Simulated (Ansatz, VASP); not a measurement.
LiBe4 in VASP and in Ansatz

```
Li Be
1.0
     4.21202    0.00000    0.00000
    -2.10601    3.64772    0.00000
     0.00000    0.00000    4.68990
Li Be
1 4
Cartesian
  0.0000 2.4318 0.0000
  1.0548 1.8228 2.3450
  0.0000 3.6498 2.3450
  -1.0548 1.8228 2.3450
  0.0000 0.0000 2.3450
```

Alike in both runs: functional PBE; k mesh 5 × 5 × 5; occupations gaussian, width 0.2 eV; no spin polarisation.

Ansatz relaxed the structure, and its values are those at the end. VASP's run is a single point on that final structure, the one shown.

|  | VASP | Ansatz |
| --- | --- | --- |
| version | VASP 6.6.1 | Ansatz 0.2.0 |
| potentials or method | VASP PAW PBE potentials, release 64 (Li_sv, Be), cutoff 750 eV | scalar-relativistic, plane waves, PAW |
| valence electrons in the cell | 11 | 11 |

|  | VASP | Ansatz | Ansatz less VASP |
| --- | --- | --- | --- |
| gap on the k mesh at the Fermi level (eV) | none | none | - |
| pressure (GPa) | 0.1 | 0.1 | -0.02 |

A gap of «none» marks a metal or a gap that the smearing closes.
